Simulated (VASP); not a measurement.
# CoSi2 (Fm-3m) in VASP: settings compared

Aim: see how the results for CoSi2 move with the level of theory and the settings. Levels: PBEsol, r2SCAN. Tasks: electric field gradients.

Everything below comes from runs of VASP 6.6.1. Logs are shortened: lines on timing, memory, paths and dates and some standing lists are left out, and cuts for length are marked.

## (1) The cell of the first run

Symmetry: Fm-3m, No. 225, cubic system. The conventional cell has a = 5.365 Å, b = 5.365 Å, c = 5.365 Å, α = 90.00°, β = 90.00°, γ = 90.00°. Within 3.1 Å of Co (site symmetry m-3m) lie 8 Si at 2.32 Å. Si (site symmetry -43m) has 4 Co at 2.32 Å and 6 Si at 2.68 Å within 3.1 Å.

## (2) Electric field gradients, PBEsol, collinear spin, ferromagnetic start

INCAR reads:

```
ALGO     = Normal         # electronic algorithm
EDIFF    = 1E-8           # SCF threshold, eV
ENCUT    = 520            # plane-wave cutoff, eV
GGA      = PS             # functional
ISIF     = 2              # what is computed and relaxed
ISMEAR   = -1             # smearing method
ISPIN    = 2              # spin polarisation
LASPH    = True           # aspherical terms in the spheres
LCHARG   = False          # write CHGCAR
LEFG     = True         
LMAXMIX  = 4              # l up to which the mixer works
LORBIT   = 11             # projections on sites
LREAL    = False          # projectors in reciprocal space
LWAVE    = False          # write WAVECAR
MAGMOM   = 2 0 0          # initial moments
NBANDS   = 20             # bands
NELM     = 150            # most SCF steps
PREC     = Accurate       # precision mode
SIGMA    = 0.05           # smearing width, eV
```

KPOINTS reads:

```
k-points
0
Gamma
  15 15 15
```

POSCAR reads:

```
CoSi2
1.0
    0.0000000000      2.6825000000      2.6825000000
    2.6825000000      0.0000000000      2.6825000000
    2.6825000000      2.6825000000      0.0000000000
Co Si
1 2
Direct
    0.0000000000      0.0000000000      0.0000000000
    0.2500000000      0.2500000000      0.2500000000
    0.7500000000      0.7500000000      0.7500000000
```

Potentials or basis: VASP PAW PBE potentials, release 64 (Co, Si).

Command:

```bash
cat potpaw_PBE.64/Co/POTCAR potpaw_PBE.64/Si/POTCAR > POTCAR
mpirun -np 1 vasp_std > vasp.out
```

OUTCAR:

```text
EDIFF = 1E-8
   ENCUT = 520
   GGA = PS
   ISIF = 2
   ISMEAR = -1
   ISPIN = 2
   LASPH = True
   LORBIT = 11
   LREAL = False
   NELM = 150
   PREC = Accurate

 ion  position               nearest neighbor table
   1  0.000  0.000  0.000-   3 2.32   3 2.32   3 2.32   2 2.32   3 2.32   2 2.32   2 2.32   2 2.32

   2  0.250  0.250  0.250-   1 2.32   1 2.32   1 2.32   1 2.32   3 2.68   3 2.68   3 2.68   3 2.68
                             3 2.68   3 2.68
   3  0.750  0.750  0.750-   1 2.32   1 2.32   1 2.32   1 2.32   2 2.68   2 2.68   2 2.68   2 2.68
                             2 2.68   2 2.68

  LATTYP: Found a face centered cubic cell.
 ALAT       =     5.3650000000

  Lattice vectors:

 A1 = (   0.0000000000,   2.6825000000,   2.6825000000)
 A2 = (   2.6825000000,   0.0000000000,   2.6825000000)
 A3 = (   2.6825000000,   2.6825000000,   0.0000000000)

Analysis of symmetry for initial positions (statically):
=====================================================================
 Subroutine PRICEL returns:
 Original cell was already a primitive cell.

 Routine SETGRP: Setting up the symmetry group for a
 face centered cubic supercell.

 Subroutine GETGRP returns: Found 48 space group operations
 (whereof 48 operations were pure point group operations)
 out of a pool of 48 trial point group operations.

The static configuration has the point symmetry O_h .

Analysis of symmetry for dynamics (positions and initial velocities):
=====================================================================
 Subroutine PRICEL returns:
 Original cell was already a primitive cell.

 Routine SETGRP: Setting up the symmetry group for a
 face centered cubic supercell.

 Subroutine GETGRP returns: Found 48 space group operations
 (whereof 48 operations were pure point group operations)
 out of a pool of 48 trial point group operations.

The dynamic configuration has the point symmetry O_h .

Analysis of structural, dynamic, and magnetic symmetry:
=====================================================================
 Subroutine PRICEL returns:
 Original cell was already a primitive cell.

 Routine SETGRP: Setting up the symmetry group for a
 face centered cubic supercell.

 Subroutine GETGRP returns: Found 48 space group operations
 (whereof 48 operations were pure point group operations)
 out of a pool of 48 trial point group operations.

The overall configuration has the point symmetry O_h .

 Subroutine INISYM returns: Found 48 space group operations
 (whereof 48 operations are pure point group operations),
 and found     1 'primitive' translations

----------------------------------------------------------------------------------------

                                     Primitive cell

  volume of cell :      38.6055

  direct lattice vectors                    reciprocal lattice vectors
     0.000000000  2.682500000  2.682500000    -0.186393290  0.186393290  0.186393290
     2.682500000  0.000000000  2.682500000     0.186393290 -0.186393290  0.186393290
     2.682500000  2.682500000  0.000000000     0.186393290  0.186393290 -0.186393290

  length of vectors
     3.793627881  3.793627881  3.793627881     0.322842648  0.322842648  0.322842648

  position of ions in fractional coordinates (direct lattice)
     0.000000000  0.000000000  0.000000000
     0.250000000  0.250000000  0.250000000
     0.750000000  0.750000000  0.750000000

  ion indices of the primitive-cell ions
   primitive index   ion index
                 1           1
                 2           2
                 3           3

----------------------------------------------------------------------------------------

 KPOINTS: k-points

Automatic generation of k-mesh.
[... 67 lines left out ...]
   LREAL  =      F    real-space projection
   EDIFFG = 0.1E-06   stopping-criterion for IOM
   NSW    =      0    number of steps for IOM
   IBRION =     -1    ionic relax: 0-MD 1-quasi-New 2-CG
   NFREE  =      0    steps in history (QN), initial steepest desc. (CG)
   ISIF   =      2    stress and relaxation
   ISYM   =      2    0-nonsym 1-usesym 2-fastsym
   POTIM  = 0.5000    time-step for ionic-motion
   TEBEG  =    0.0;   TEEND  =   0.0 temperature during run
   PSTRESS=    0.0 pullay stress
   NELECT =      17.0000    total number of electrons
   NUPDOWN=      -1.0000    fix difference up-down
   EMIN   =  10.00;   EMAX   =-10.00  energy-range for DOS
   EFERMI =   0.00;   METHOD = LEGACY
   ISMEAR =    -1;   SIGMA  =   0.05  broadening in eV -4-tet -1-fermi 0-gaus
   EFERMI_NEDOS =   21; number of points for ismear=-14 and -15
   IALGO  =     38    algorithm
   IMIX   =      4    mixing-type and parameters
     AMIX     =   0.40;   BMIX     =  1.00
     AMIX_MAG =   1.60;   BMIX_MAG =  1.00
  volume/ion in A,a.u.               =      12.87        86.84
  Fermi-wavevector in a.u.,A,eV,Ry     =   1.245493  2.353641 21.106087  1.551254
  Thomas-Fermi vector in A             =   2.379713
   LORBIT       =     11    0 simple, 1 ext, 2 COOP (PROOUT), +10 PAW based schemes
   GGA     = PS    functional components
   LHFCALC =     F    Hartree Fock is set to
   AEXX    =    0.0000 exact exchange contribution
   IVDW    =     0    specifies the selected vdW correction
   LEPSILON=     F    determine dielectric tensor
   LRPA    =     F    only Hartree local field effects (RPA)
 spin polarized calculation
  energy-cutoff  :      520.00
  volume of cell :       38.61
 maximum number of plane-waves:      1051
   NGX = 15   NGY = 15   NGZ = 15

 number of electron      16.9999994 magnetization       0.0000023

 number of electron      16.9999994 magnetization      -0.0000026

 Free energy of the ion-electron system (eV)
  ---------------------------------------------------
  ext. energy  EPLUGINS =         0.00000000
  ---------------------------------------------------
  free energy    TOTEN  =       -20.96739331 eV

  energy without entropy =      -20.95807166  energy(sigma->0) =      -20.96273248

 E-fermi :   9.9133     XC(G=0): -11.8327

 val. band max:        9.8922337670   @ k =   0.3333   0.1333   0.0667
 cond. band min:       9.9159594705   @ k =  -0.3333   0.2000   0.0000
 fundamental gap:      0.0237257036
 Fermi energy:         9.9132563550

 spin component 1

 k-point     1 :       0.0000    0.0000    0.0000
  band No.  band energies     occupation
      1      -3.1510      1.00000
      2       5.8694      1.00000
      3       5.8694      1.00000
      4       5.8694      1.00000
      5       8.0394      1.00000
      6       8.0394      1.00000
[... 541 lines left out ...]
     19      22.7133      0.00000
     20      26.6972      0.00000

 [... further k-points ...]

 spin component 2

 k-point     1 :       0.0000    0.0000    0.0000
  band No.  band energies     occupation
      1      -3.1510      1.00000
      2       5.8694      1.00000
      3       5.8694      1.00000
      4       5.8694      1.00000
      5       8.0394      1.00000
      6       8.0394      1.00000
[... 541 lines left out ...]
     19      22.7133      0.00000
     20      26.6972      0.00000

 [... further k-points ...]
[... 5 lines left out ...]
  --------------------------------------------------------------------------------------
  -------------------------------------------------------------------------------------
  Total       -1.2759187     -1.2759187     -1.2759187     -0.0000000     -0.0000000      0.0000000
  in kB      -52.9522494    -52.9522494    -52.9522494     -0.0000000     -0.0000000      0.0000000
  external PRESSURE =     -52.9522494 kB  Pullay stress =       0.0000000 kB

 VOLUME and BASIS-vectors are now :
 -----------------------------------------------------------------------------
  energy-cutoff  :      520.00
  volume of cell :       38.61
      direct lattice vectors                 reciprocal lattice vectors
     0.000000000  2.682500000  2.682500000    -0.186393290  0.186393290  0.186393290
     2.682500000  0.000000000  2.682500000     0.186393290 -0.186393290  0.186393290
     2.682500000  2.682500000  0.000000000     0.186393290  0.186393290 -0.186393290

 POSITION                                       TOTAL-FORCE (eV/Angst)
 -----------------------------------------------------------------------------------
      0.00000      0.00000      0.00000         0.000000      0.000000      0.000000
      1.34125      1.34125      1.34125         0.000000      0.000000      0.000000
      4.02375      4.02375      4.02375        -0.000000     -0.000000     -0.000000
 -----------------------------------------------------------------------------------
    total drift:                               -0.000000     -0.000000      0.000000

  FREE ENERGIE OF THE ION-ELECTRON SYSTEM (eV)
  ---------------------------------------------------
  free  energy   TOTEN  =       -20.9673933123 eV

  energy  without entropy=      -20.9580716570  energy(sigma->0) =      -20.96273248

 Electric field gradients (V/A^2)
---------------------------------------------------------------------
 ion       V_xx      V_yy      V_zz      V_xy      V_xz      V_yz
---------------------------------------------------------------------
   1       0.000     0.000     0.000    -0.001    -0.001    -0.001
   2       0.000    -0.000    -0.000    -0.000    -0.000    -0.000
   3      -0.000    -0.000    -0.000    -0.000    -0.000    -0.000
---------------------------------------------------------------------

 Electric field gradients after diagonalization (V/A^2)
 (convention: |V_zz| > |V_xx| > |V_yy|)
----------------------------------------------------------------------
 ion       V_xx      V_yy      V_zz     asymmetry (V_yy - V_xx)/ V_zz
----------------------------------------------------------------------
   1       0.001     0.001    -0.003       0.000
   2       0.000     0.000    -0.000       0.000
   3       0.000     0.000    -0.000       0.000
----------------------------------------------------------------------

           NMR quadrupolar parameters

 Cq : quadrupolar parameter    Cq=e*Q*V_zz/h
 eta: asymmetry parameters     (V_yy - V_xx)/ V_zz
 Q  : nuclear electric quadrupole moment in mb (millibarn)
----------------------------------------------------------------------
 ion       Cq(MHz)       eta       Q (mb)
----------------------------------------------------------------------
   1      -0.000       0.000       1.000
   2      -0.000       0.000       1.000
   3      -0.000       0.000       1.000
----------------------------------------------------------------------

 total charge

# of ion       s       p       d       tot
------------------------------------------
    1        0.540   0.716   7.596   8.852
    2        0.717   0.868   0.000   1.585
    3        0.717   0.868   0.000   1.585
--------------------------------------------------
tot          1.974   2.452   7.596  12.021

 magnetization (x)

# of ion       s       p       d       tot
------------------------------------------
    1       -0.000  -0.000  -0.000  -0.000
    2        0.000   0.000   0.000   0.000
    3        0.000   0.000   0.000   0.000
--------------------------------------------------
tot          0.000   0.000  -0.000  -0.000
```

Run time: 2.1 min. Hardware: 1 thread of Oxide Virtual Turin-like, shared host; peak memory 0.24 GiB.

Results:

```yaml
Free_energy: -20.9674 eV
Pressure: -5.3 GPa
Net_moment: 0.00 μB per cell
Valence_electrons_inside_the_program's_atomic_spheres: Co 8.85; Si 1.58
```

Caveat: the starting moments collapsed, and a magnetic state may lie lower; without QUAD_EFG the Cq values of the log hold for a quadrupole moment of 1 mb, not for the nuclei; the PAW data sets were made with another functional, which shifts forces and pressure a little.

## (3) Electric field gradients, r2SCAN, collinear spin, ferromagnetic start

POSCAR is that of step 2.

INCAR.step1 reads:

```
PREC = Accurate ; ENCUT = 520
ISMEAR = -1 ; SIGMA = 0.05
LREAL = False ; LASPH = True
NELM = 150 ; ISPIN = 2
MAGMOM = 2 0 0 ; LMAXMIX = 4
NBANDS = 20 ; GGA = PE
ALGO = Normal ; EDIFF = 1E-4
LWAVE = True ; LCHARG = False
```

INCAR.step2 reads:

```
PREC = Accurate ; ENCUT = 520
EDIFF = 1E-8 ; ISMEAR = -1
SIGMA = 0.05 ; LREAL = False
LASPH = True ; NELM = 150
ALGO = Normal ; ISIF = 2
LWAVE = False ; LCHARG = False
ISPIN = 2 ; MAGMOM = 2 0 0
LORBIT = 11 ; LMAXMIX = 4
METAGGA = R2SCAN ; LMIXTAU = True
LEFG = True ; NBANDS = 20
ISTART = 1
```

KPOINTS reads:

```
Automatic mesh
0
Gamma
  15 15 15
```

Potentials or basis: VASP PAW PBE potentials, release 64 (Co, Si).

Command:

```bash
cat potpaw_PBE.64/Co/POTCAR potpaw_PBE.64/Si/POTCAR > POTCAR
cp INCAR.step1 INCAR
mpirun -np 1 vasp_std > vasp.out
cp INCAR.step2 INCAR
mpirun -np 1 vasp_std > vasp.out
```

OUTCAR:

```text
PREC = Accurate
   ENCUT = 520
   EDIFF = 1E-8
   ISMEAR = -1
   LREAL = False
   LASPH = True
   NELM = 150
   ISIF = 2
   ISPIN = 2
   LORBIT = 11
   METAGGA = R2SCAN
   ISTART = 1

 ion  position               nearest neighbor table
   1  0.000  0.000  0.000-   3 2.32   3 2.32   3 2.32   2 2.32   3 2.32   2 2.32   2 2.32   2 2.32

   2  0.250  0.250  0.250-   1 2.32   1 2.32   1 2.32   1 2.32   3 2.68   3 2.68   3 2.68   3 2.68
                             3 2.68   3 2.68
   3  0.750  0.750  0.750-   1 2.32   1 2.32   1 2.32   1 2.32   2 2.68   2 2.68   2 2.68   2 2.68
                             2 2.68   2 2.68

  LATTYP: Found a face centered cubic cell.
 ALAT       =     5.3650000000

  Lattice vectors:

 A1 = (   0.0000000000,   2.6825000000,   2.6825000000)
 A2 = (   2.6825000000,   0.0000000000,   2.6825000000)
 A3 = (   2.6825000000,   2.6825000000,   0.0000000000)

Analysis of symmetry for initial positions (statically):
=====================================================================
 Subroutine PRICEL returns:
 Original cell was already a primitive cell.

 Routine SETGRP: Setting up the symmetry group for a
 face centered cubic supercell.

 Subroutine GETGRP returns: Found 48 space group operations
 (whereof 48 operations were pure point group operations)
 out of a pool of 48 trial point group operations.

The static configuration has the point symmetry O_h .

Analysis of symmetry for dynamics (positions and initial velocities):
=====================================================================
 Subroutine PRICEL returns:
 Original cell was already a primitive cell.

 Routine SETGRP: Setting up the symmetry group for a
[... 1298 lines left out ...]
  external PRESSURE =     -53.2735005 kB  Pullay stress =       0.0000000 kB

 VOLUME and BASIS-vectors are now :
 -----------------------------------------------------------------------------
  energy-cutoff  :      520.00
  volume of cell :       38.61
      direct lattice vectors                 reciprocal lattice vectors
     0.000000000  2.682500000  2.682500000    -0.186393290  0.186393290  0.186393290
     2.682500000  0.000000000  2.682500000     0.186393290 -0.186393290  0.186393290
     2.682500000  2.682500000  0.000000000     0.186393290  0.186393290 -0.186393290

 POSITION                                       TOTAL-FORCE (eV/Angst)
 -----------------------------------------------------------------------------------
      0.00000      0.00000      0.00000         0.000000     -0.000000      0.000000
      1.34125      1.34125      1.34125        -0.000000     -0.000000      0.000000
      4.02375      4.02375      4.02375         0.000000      0.000000     -0.000000
 -----------------------------------------------------------------------------------
    total drift:                               -0.000000     -0.000000      0.000000

  FREE ENERGIE OF THE ION-ELECTRON SYSTEM (eV)
  ---------------------------------------------------
  free  energy   TOTEN  =       -31.9942782680 eV

  energy  without entropy=      -31.9857031866  energy(sigma->0) =      -31.98999073

 Electric field gradients (V/A^2)
---------------------------------------------------------------------
 ion       V_xx      V_yy      V_zz      V_xy      V_xz      V_yz
---------------------------------------------------------------------
   1       0.000     0.000     0.000    -0.001    -0.001    -0.001
   2       0.000    -0.000     0.000    -0.000    -0.000    -0.000
   3       0.000     0.000     0.000    -0.000    -0.000    -0.000
---------------------------------------------------------------------

 Electric field gradients after diagonalization (V/A^2)
 (convention: |V_zz| > |V_xx| > |V_yy|)
----------------------------------------------------------------------
 ion       V_xx      V_yy      V_zz     asymmetry (V_yy - V_xx)/ V_zz
----------------------------------------------------------------------
   1       0.001     0.001    -0.003       0.000
   2       0.000     0.000    -0.000       0.000
   3       0.000     0.000    -0.000       0.000
----------------------------------------------------------------------

           NMR quadrupolar parameters

 Cq : quadrupolar parameter    Cq=e*Q*V_zz/h
 eta: asymmetry parameters     (V_yy - V_xx)/ V_zz
 Q  : nuclear electric quadrupole moment in mb (millibarn)
----------------------------------------------------------------------
 ion       Cq(MHz)       eta       Q (mb)
----------------------------------------------------------------------
   1      -0.000       0.000       1.000
   2      -0.000       0.000       1.000
   3      -0.000       0.000       1.000
----------------------------------------------------------------------

 total charge

# of ion       s       p       d       tot
------------------------------------------
    1        0.559   0.754   7.591   8.904
    2        0.707   0.885   0.000   1.592
    3        0.707   0.885   0.000   1.592
--------------------------------------------------
tot          1.974   2.523   7.591  12.088

 magnetization (x)

# of ion       s       p       d       tot
------------------------------------------
    1        0.000   0.000   0.000   0.000
    2       -0.000  -0.000   0.000  -0.000
    3       -0.000  -0.000   0.000  -0.000
--------------------------------------------------
tot         -0.000  -0.000   0.000   0.000
```

OSZICAR.step1:

```text
N       E                     dE             d eps       ncg     rms          rms(c)
DAV:   1     0.675409490321E+02    0.67541E+02   -0.65796E+03  9672   0.812E+02
DAV:   2    -0.158456093547E+02   -0.83387E+02   -0.72753E+02 10208   0.185E+02
DAV:   3    -0.203084810770E+02   -0.44629E+01   -0.43075E+01 11612   0.455E+01
DAV:   4    -0.203816525805E+02   -0.73172E-01   -0.73040E-01 11260   0.524E+00
DAV:   5    -0.203837536160E+02   -0.21010E-02   -0.21008E-02 12056   0.944E-01    0.162E+01
DAV:   6    -0.251549403946E+02   -0.47712E+01   -0.18183E+01 10788   0.865E+01    0.195E+01
DAV:   7    -0.193271364508E+02    0.58278E+01   -0.92788E+00 11756   0.675E+01    0.329E+00
DAV:   8    -0.193295611197E+02   -0.24247E-02   -0.56851E-01 11872   0.475E+00    0.204E+00
DAV:   9    -0.192982222811E+02    0.31339E-01   -0.67937E-02 11592   0.395E+00    0.824E-01
DAV:  10    -0.192985457779E+02   -0.32350E-03   -0.29975E-03 12968   0.453E-01    0.327E-01
DAV:  11    -0.192985185097E+02    0.27268E-04   -0.82872E-04 11932   0.377E-01
   1 F= -.19298519E+02 E0= -.19293870E+02  d E =-.929789E-02  mag=     0.0015
```

Run time: 15 min. Hardware: 1 thread of Oxide Virtual Turin-like, shared host; peak memory 0.25 GiB.

What came out:

- Free energy: -31.9943 eV
- Pressure: -5.3 GPa
- Net moment: 0.00 μB per cell
- Valence electrons inside the program's atomic spheres: Co 8.90; Si 1.59

Caveat: the starting moments collapsed, and a magnetic state may lie lower; without QUAD_EFG the Cq values of the log hold for a quadrupole moment of 1 mb, not for the nuclei; the PAW data sets were made with another functional, which shifts forces and pressure a little.
